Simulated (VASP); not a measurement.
CdS (d3), 2 atoms in the cell. It takes space group Fm-3m (No. 225, cubic). The conventional cell has a = 5.506 Å, b = 5.506 Å, c = 5.506 Å, α = 90.00°, β = 90.00°, γ = 90.00°. Within 3.6 Å of Cd (site symmetry m-3m) lie 6 S at 2.75 Å. S (site symmetry m-3m) has 6 Cd at 2.75 Å within 3.6 Å. 

* Program: VASP 6.6.1
* Task: relaxation of cell and atoms
* Functional: PBE
* Dispersion: D3(BJ)
* Potentials or basis: VASP PAW PBE potentials, release 64 (Cd, S)
* Cutoff: 500 eV
* k mesh: 12 × 12 × 12
* Occupations: gaussian, width 0.01 eV
* Spin: no spin polarisation
* Dipole correction: no
* Further INCAR settings: ALGO = Normal; EDIFF = 1e-07; IBRION = 2; EDIFFG = -0.002; NSW = 100; ISIF = 3

Potentials or basis: VASP PAW PBE potentials, release 64 (Cd, S).

Run with:

```sh
$ cat potpaw_PBE.64/Cd/POTCAR potpaw_PBE.64/S/POTCAR > POTCAR
$ mpirun -np 1 vasp_std > vasp.out
```

Hardware: 1 thread of Intel Xeon 8259CL (shared host).

**Question.** How long does it take, and how much memory?

**Answer.** Wall time 2.1 min on 1 thread of Intel Xeon 8259CL, with other jobs on the host, peak memory 0.2 GiB. Counts: scf iterations 33, k points 72, ion steps 3.
